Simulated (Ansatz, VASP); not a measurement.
**BaS in VASP and in Ansatz**

```
Ba S
1.0
     0.00000    3.15059    3.15059
     3.15059    0.00000    3.15059
     3.15059    3.15059    0.00000
Ba S
1 1
Direct
  0.00000 0.00000 0.00000
  0.50000 0.50000 0.50000
```

Alike in both runs: task single point; functional HSE06; k mesh 4 × 4 × 4; occupations fermi-dirac, width 0.05 eV; no spin polarisation.

|  | VASP | Ansatz |
| --- | --- | --- |
| version | VASP 6.6.1 | Ansatz 0.2.0 |
| potentials or method | VASP PAW PBE potentials, release 64 (Ba_sv, S) | Ansatz PAW |
| plane-wave cutoff (eV) | 520 | 420 |
| valence electrons in the cell | 16 | 16 |

|  | VASP | Ansatz | Ansatz less VASP |
| --- | --- | --- | --- |
| gap on the k mesh at the Fermi level (eV) | 2.94 | 3.05 | +0.104 |
| least direct gap on the mesh (eV) | 3.07 | 3.15 | +0.072 |
| pressure (GPa) | 3.2 | 2.5 | -0.64 |

With one functional, cell and mesh, what is left measures potentials, basis and numerics.

The k mesh is coarse, so the values compare programs but aren't converged. Spin-orbit coupling is off throughout.
